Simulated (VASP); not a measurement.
**KI: elastic constants with LDA**

KI:

```xyz
2
Lattice="0.0000 3.4115 3.4115 3.4115 0.0000 3.4115 3.4115 3.4115 0.0000" Properties=species:S:1:pos:R:3 pbc="T T T"
K     0.0000    0.0000    0.0000
I     3.4115    3.4115    3.4115
```

| Property | Result |
| --- | --- |
| Program | VASP 6.6.1 |
| Task | elastic constants |
| Functional | LDA |
| Potentials or basis | VASP PAW LDA potentials, release 64 (K_sv, I) |
| Cutoff | 600 eV |
| k mesh | 6 × 6 × 6 |
| Occupations | gaussian, width 0.01 eV |
| Spin | no spin polarisation |
| Dipole correction | no |
| Ions in elastic constants | relaxed |
| Further INCAR settings | ALGO = Normal; EDIFF = 1e-08; NBANDS = 15; IBRION = 6; POTIM = 0.015; NSW = 1; ISIF = 3 |

| Property | Result |
| --- | --- |
| Elastic constants C11, C12, C44 | 41, 4, 4 GPa |
| Voigt bulk modulus | 16 GPa |
| Highest phonon frequency at Γ, LO-TO splitting left out | 115 cm⁻¹ |

Phonon frequencies in cm⁻¹ (negative: imaginary):
| q point | frequencies |
| --- | --- |
| (0.000, 0.000, 0.000) | 0 0 0 115 115 115 |

Elastic tensor in Voigt notation (GPa, in the Cartesian axes of the cell as first typed):
```
41  4  4  0  0  0
 4 41  4  0  0  0
 4  4 41  0  0  0
 0  0  0  4  0  0
 0  0  0  0  4  0
 0  0  0  0  0  4
```

Clamped-ion elastic tensor (GPa):
```
41  4  4  0  0  0
 4 41  4  0  0  0
 4  4 41  0  0  0
 0  0  0  4  0  0
 0  0  0  0  4  0
 0  0  0  0  0  4
```

Wall time 8.1 min on 1 thread of AMD EPYC 9R45 96-Core Processor (Zen 5), on a shared host, peak memory 0.28 GiB.
